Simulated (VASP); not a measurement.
# RuSe (F-43m) in VASP: further runs, part 2 of 2

VASP 6.6.1.

**4. Single point, PBE**

This run uses another cell than the first one, of 22.17 Å³/atom, 1.068 times its volume.

Input file INCAR:

```
PREC = Accurate
ENCUT = 500
EDIFF = 1E-6
ISMEAR = 0
SIGMA = 0.05
LREAL = F
LASPH = T
NELM = 120
ALGO = Normal
ISIF = 2
LWAVE = F
LCHARG = T
GGA = PE
LELF = T
LVHAR = T
NBANDS = 17
GGA_COMPAT = F
```

Input file KPOINTS:

```
regular mesh
0
Gamma
  10 10 10
```

Input file POSCAR:

```
RuSe
1.0
    0.0000000000      2.8092320259      2.8092320259
    2.8092320259      0.0000000000      2.8092320259
    2.8092320259      2.8092320259      0.0000000000
Ru Se
1 1
Direct
    0.0000000000      0.0000000000      0.0000000000
    0.2500000000      0.2500000000      0.2500000000
```

Potentials or basis: VASP PAW PBE potentials, release 64 (Ru_pv, Se).

Started as:

```bash
cat potpaw_PBE.64/Ru_pv/POTCAR potpaw_PBE.64/Se/POTCAR > POTCAR
mpirun -np 1 vasp_std > vasp.out
```

OUTCAR:

```text
PREC = Accurate
   ENCUT = 500
   EDIFF = 1E-6
   ISMEAR = 0
   LREAL = F
   LASPH = T
   NELM = 120
   ISIF = 2
   GGA = PE

 ion  position               nearest neighbor table
   1  0.000  0.000  0.000-   2 2.43   2 2.43   2 2.43   2 2.43
   2  0.250  0.250  0.250-   1 2.43   1 2.43   1 2.43   1 2.43

  LATTYP: Found a face centered cubic cell.
 ALAT       =     5.6184640518

  Lattice vectors:

 A1 = (   0.0000000000,   2.8092320259,   2.8092320259)
 A2 = (   2.8092320259,   0.0000000000,   2.8092320259)
 A3 = (   2.8092320259,   2.8092320259,   0.0000000000)

Analysis of symmetry for initial positions (statically):
=====================================================================
 Subroutine PRICEL returns:
 Original cell was already a primitive cell.

 Routine SETGRP: Setting up the symmetry group for a
 face centered cubic supercell.

 Subroutine GETGRP returns: Found 24 space group operations
 (whereof 24 operations were pure point group operations)
 out of a pool of 48 trial point group operations.

The static configuration has the point symmetry T_d .

Analysis of symmetry for dynamics (positions and initial velocities):
=====================================================================
 Subroutine PRICEL returns:
 Original cell was already a primitive cell.

 Routine SETGRP: Setting up the symmetry group for a
 face centered cubic supercell.

 Subroutine GETGRP returns: Found 24 space group operations
 (whereof 24 operations were pure point group operations)
 out of a pool of 48 trial point group operations.

The dynamic configuration has the point symmetry T_d .

 Subroutine INISYM returns: Found 24 space group operations
 (whereof 24 operations are pure point group operations),
 and found     1 'primitive' translations

----------------------------------------------------------------------------------------

                                     Primitive cell

  volume of cell :      44.3397

  direct lattice vectors                    reciprocal lattice vectors
     0.000000000  2.809232026  2.809232026    -0.177984586  0.177984586  0.177984586
     2.809232026  0.000000000  2.809232026     0.177984586 -0.177984586  0.177984586
     2.809232026  2.809232026  0.000000000     0.177984586  0.177984586 -0.177984586

  length of vectors
     3.972854031  3.972854031  3.972854031     0.308278346  0.308278346  0.308278346

  position of ions in fractional coordinates (direct lattice)
     0.000000000  0.000000000  0.000000000
     0.250000000  0.250000000  0.250000000

  ion indices of the primitive-cell ions
   primitive index   ion index
                 1           1
                 2           2

----------------------------------------------------------------------------------------

 KPOINTS: regular mesh

Automatic generation of k-mesh.
 Grid dimensions read from file:
 generate k-points for:   10   10   10

 Generating k-lattice:

  Cartesian coordinates                     Fractional coordinates (reciprocal lattice)
    -0.017798459  0.017798459  0.017798459     0.100000000  0.000000000  0.000000000
     0.017798459 -0.017798459  0.017798459     0.000000000  0.100000000  0.000000000
     0.017798459  0.017798459 -0.017798459     0.000000000  0.000000000  0.100000000

  Length of vectors
     0.030827835  0.030827835  0.030827835

  Shift w.r.t. Gamma in fractional coordinates (k-lattice)
     0.000000000  0.000000000  0.000000000

 Subroutine IBZKPT returns following result:
 ===========================================

 Found     47 irreducible k-points:

 Following reciprocal coordinates:
            Coordinates               Weight
  0.000000  0.000000  0.000000      1.000000
  0.100000  0.000000  0.000000      8.000000
  0.200000  0.000000  0.000000      8.000000
  0.300000  0.000000  0.000000      8.000000
  0.400000  0.000000  0.000000      8.000000
  0.500000  0.000000  0.000000      4.000000
[... 16 lines left out ...]
  0.300000  0.300000  0.000000      6.000000
  0.400000  0.300000  0.000000     24.000000
 [... further k-points ...]
   k-points           NKPTS =     47   k-points in BZ     NKDIM =     47   number of bands    NBANDS=     17
   number of dos      NEDOS =    301   number of ions     NIONS =      2
   total plane-waves  NPLWV =  27000
   dimension x,y,z NGX =    30 NGY =   30 NGZ =   30
   dimension x,y,z NGXF=    60 NGYF=   60 NGZF=   60
   ions per type =               1   1
   NGX,Y,Z   is equivalent  to a cutoff of  12.55, 12.55, 12.55 a.u.
   NGXF,Y,Z  is equivalent  to a cutoff of  25.11, 25.11, 25.11 a.u.
 SYSTEM =  unknown system
   PREC   = accura    normal or accurate (medium, high low for compatibility)
   ISTART =      0    job   : 0-new  1-cont  2-samecut
   ICHARG =      2    charge: 1-file 2-atom 10-const
   ISPIN  =      1    spin polarized calculation?
   LNONCOLLINEAR =      F non collinear calculations
   LSORBIT =      F    spin-orbit coupling
   LASPH  =      T    aspherical Exc in radial PAW
   ENCUT  =  500.0 eV  36.75 Ry    6.06 a.u.   7.24  7.24  7.24*2*pi/ulx,y,z
   NELM   =    120;   NELMIN=  2; NELMDL= -5     # of ELM steps
   EDIFF  = 0.1E-05   stopping-criterion for ELM
   LREAL  =      F    real-space projection
   EDIFFG = 0.1E-04   stopping-criterion for IOM
   NSW    =      0    number of steps for IOM
   IBRION =     -1    ionic relax: 0-MD 1-quasi-New 2-CG
   NFREE  =      0    steps in history (QN), initial steepest desc. (CG)
   ISIF   =      2    stress and relaxation
   ISYM   =      2    0-nonsym 1-usesym 2-fastsym
   POTIM  = 0.5000    time-step for ionic-motion
   TEBEG  =    0.0;   TEEND  =   0.0 temperature during run
   PSTRESS=    0.0 pullay stress
   NELECT =      20.0000    total number of electrons
   NUPDOWN=      -1.0000    fix difference up-down
   EMIN   =  10.00;   EMAX   =-10.00  energy-range for DOS
   EFERMI =   0.00;   METHOD = LEGACY
   ISMEAR =     0;   SIGMA  =   0.05  broadening in eV -4-tet -1-fermi 0-gaus
   EFERMI_NEDOS =   21; number of points for ismear=-14 and -15
   IALGO  =     38    algorithm
   IMIX   =      4    mixing-type and parameters
     AMIX     =   0.40;   BMIX     =  1.00
     AMIX_MAG =   1.60;   BMIX_MAG =  1.00
  volume/ion in A,a.u.               =      22.17       149.61
  Fermi-wavevector in a.u.,A,eV,Ry     =   1.255511  2.372572 21.446974  1.576308
  Thomas-Fermi vector in A             =   2.389264
   LORBIT       =      0    0 simple, 1 ext, 2 COOP (PROOUT), +10 PAW based schemes
   GGA     = PE    functional components
   LHFCALC =     F    Hartree Fock is set to
   AEXX    =    0.0000 exact exchange contribution
   IVDW    =     0    specifies the selected vdW correction
   LEPSILON=     F    determine dielectric tensor
   LRPA    =     F    only Hartree local field effects (RPA)
 non-spin polarized calculation
 Gauss-broadening in eV      SIGMA  =   0.05
  energy-cutoff  :      500.00
  volume of cell :       44.34
 maximum number of plane-waves:      1158
 NGX is ok and might be reduce to    30
   NGX = 15   NGY = 15   NGZ = 15

 number of electron      20.0000003 magnetization

 Free energy of the ion-electron system (eV)
  ---------------------------------------------------
  ext. energy  EPLUGINS =         0.00000000
  ---------------------------------------------------
  free energy    TOTEN  =       -12.37124082 eV

  energy without entropy =      -12.36793387  energy(sigma->0) =      -12.36958735

 E-fermi :   5.6302     XC(G=0): -10.2611

 val. band max:        5.6294584354   @ k =   0.5000   0.4000   0.0000
 cond. band min:       5.6324519022   @ k =   0.4000   0.2000   0.1000
 fundamental gap:      0.0029934668
 Fermi energy:         5.6301503169

 k-point     1 :       0.0000    0.0000    0.0000
  band No.  band energies     occupation
      1     -36.8090      2.00000
      2     -36.8090      2.00000
      3     -36.8090      2.00000
      4      -9.0195      2.00000
      5       0.6972      2.00000
      6       0.6972      2.00000
[... 9 lines left out ...]
     16      13.0277      0.00000
     17      17.3586      0.00000
[... 441 lines left out ...]
 k-point    24 :       0.4000    0.3000    0.0000
  band No.  band energies     occupation
      1     -36.8251      2.00000
      2     -36.8152      2.00000
      3     -36.8147      2.00000
      4      -8.3479      2.00000
      5      -0.1407      2.00000
      6       1.3417      2.00000
[... 9 lines left out ...]
     16      15.8720      0.00000
     17      16.8019      0.00000

 [... further k-points ...]

------------------------ aborting loop because EDIFF is reached ----------------------------------------

  FORCE on cell =-STRESS in cart. coord.  units (eV):
  Direction    XX          YY          ZZ          XY          YZ          ZX
  --------------------------------------------------------------------------------------
  -------------------------------------------------------------------------------------
  Total       -1.7055531     -1.7055531     -1.7055531      0.0000000      0.0000000      0.0000000
  in kB      -61.6286974    -61.6286974    -61.6286974      0.0000000      0.0000000      0.0000000
  external PRESSURE =     -61.6286974 kB  Pullay stress =       0.0000000 kB

 VOLUME and BASIS-vectors are now :
 -----------------------------------------------------------------------------
  energy-cutoff  :      500.00
  volume of cell :       44.34
      direct lattice vectors                 reciprocal lattice vectors
     0.000000000  2.809232026  2.809232026    -0.177984586  0.177984586  0.177984586
     2.809232026  0.000000000  2.809232026     0.177984586 -0.177984586  0.177984586
     2.809232026  2.809232026  0.000000000     0.177984586  0.177984586 -0.177984586

 POSITION                                       TOTAL-FORCE (eV/Angst)
 -----------------------------------------------------------------------------------
      0.00000      0.00000      0.00000        -0.000000     -0.000000     -0.000000
      1.40462      1.40462      1.40462         0.000000      0.000000      0.000000
 -----------------------------------------------------------------------------------
    total drift:                                0.000001      0.000001      0.000001

  FREE ENERGIE OF THE ION-ELECTRON SYSTEM (eV)
  ---------------------------------------------------
  free  energy   TOTEN  =       -12.3712408219 eV

  energy  without entropy=      -12.3679338735  energy(sigma->0) =      -12.36958735
```

OSZICAR:

```text
N       E                     dE             d eps       ncg     rms          rms(c)
DAV:   1     0.137842816010E+03    0.13784E+03   -0.10857E+04  1718   0.105E+03
DAV:   2    -0.882420183163E+01   -0.14667E+03   -0.14268E+03  1930   0.287E+02
DAV:   3    -0.125395065924E+02   -0.37153E+01   -0.36897E+01  1855   0.467E+01
DAV:   4    -0.125720514872E+02   -0.32545E-01   -0.32529E-01  2020   0.426E+00
DAV:   5    -0.125726413602E+02   -0.58987E-03   -0.58981E-03  2005   0.507E-01    0.932E+00
DAV:   6    -0.124295932849E+02    0.14305E+00   -0.10245E+00  1654   0.933E+00    0.414E+00
DAV:   7    -0.123805324835E+02    0.49061E-01   -0.19384E-01  1662   0.429E+00    0.314E+00
DAV:   8    -0.123710108031E+02    0.95217E-02   -0.28221E-02  1683   0.161E+00    0.219E-01
DAV:   9    -0.123710943977E+02   -0.83595E-04   -0.72036E-04  2190   0.204E-01    0.142E-01
DAV:  10    -0.123712245955E+02   -0.13020E-03   -0.19674E-04  1693   0.939E-02    0.301E-02
DAV:  11    -0.123712391160E+02   -0.14520E-04   -0.14639E-05  1808   0.255E-02    0.671E-03
DAV:  12    -0.123712405156E+02   -0.13996E-05   -0.26669E-06  1692   0.117E-02    0.253E-03
DAV:  13    -0.123712408219E+02   -0.30621E-06   -0.34887E-07  1466   0.390E-03
   1 F= -.12371241E+02 E0= -.12369587E+02  d E =-.330695E-02
```

stdout:

```text
POSCAR found type information on POSCAR RuSe
 POSCAR found :  2 types and       2 ions
 scaLAPACK will be used
 LDA part: xc-table for (Slater+PW92), standard interpolation
 POSCAR, INCAR and KPOINTS ok, starting setup
 FFT: planning ... GRIDC
 FFT: planning ... GRID_SOFT
 FFT: planning ... GRID
 WAVECAR not read
 entering main loop
```

Wall time 65 s (1 thread of Intel Xeon 8259CL, shared host); peak memory 0.19 GiB.

What came out:

- Free energy: -12.3712 eV
- Pressure: -6.2 GPa
- Band gap on the k mesh: zero (band 10 reaches 7.49 eV, above the bottom of band 11 at 5.28 eV)

**5. Single point, PBE**

This run uses another cell than the first one, of 24.07 Å³/atom, 1.160 times its volume.

Input file INCAR:

```
SYSTEM = RuSe
ALGO = Normal
EDIFF = 1E-6
ENCUT = 500
GGA = PE
GGA_COMPAT = .False.
ISIF = 2
ISMEAR = 0
LASPH = .True.
LCHARG = .False.
LREAL = .False.
LWAVE = .False.
NBANDS = 17
NELM = 120
PREC = Accurate
SIGMA = 0.05
```

Input file KPOINTS:

```
k-points
0
Gamma
  10 10 10
  0 0 0
```

Input file POSCAR:

```
RuSe
1.0
    0.0000000000      2.8872132262      2.8872132262
    2.8872132262      0.0000000000      2.8872132262
    2.8872132262      2.8872132262      0.0000000000
Ru Se
1 1
Direct
    0.0000000000      0.0000000000      0.0000000000
    0.2500000000      0.2500000000      0.2500000000
```

Started as:

```bash
cat potpaw_PBE.64/Ru_pv/POTCAR potpaw_PBE.64/Se/POTCAR > POTCAR
mpirun -np 1 vasp_std > vasp.out
```

It took 64 s on 1 thread of Intel Xeon 8259CL, shared host; peak memory 0.19 GiB.

The run converged. Its results:

```yaml
Free_energy: -12.1530 eV
Pressure: -11.8 GPa
Band_gap_on_the_k_mesh: zero (band 10 reaches 6.38 eV, above the bottom of band 11 at 4.42 eV)
```

Levels at points of the mesh, in eV from the Fermi level:
```tsv
k point	band 7	band 8	band 9	band 10	band 11	band 12	band 13	band 14
(0.00, 0.00, 0.00)	-4.52	-1.34	-1.34	1.54	2.77	2.77	2.77	7.19
(0.50, 0.00, 0.00)	-4.21	-1.16	-1.16	-0.97	1.29	1.29	3.83	7.97
(0.50, 0.50, 0.00)	-3.66	-1.63	-0.90	-0.76	-0.26	-0.26	4.72	6.24
```

**6. The runs side by side**

| cell | gap on the mesh (eV) | pressure (GPa) |
| --- | --- | --- |
| a = 3.886 Å, angles 60.0°, 2 atoms | none | 0.6 |
| a = 3.892 Å, angles 60.0°, 2 atoms | none | 0.1 |
| a = 3.973 Å, angles 60.0°, 2 atoms | none | -6.2 |
| a = 4.083 Å, angles 60.0°, 2 atoms | none | -11.8 |

Alike in all rows: task single point; level PBE; potentials or basis VASP PAW PBE potentials, release 64 (Ru_pv, Se); no spin polarisation; k mesh 10 × 10 × 10; cutoff (eV) 500; smearing gaussian 0.05 eV.

Total energies depend on the potentials used, so only differences within one code and one set of settings carry meaning.
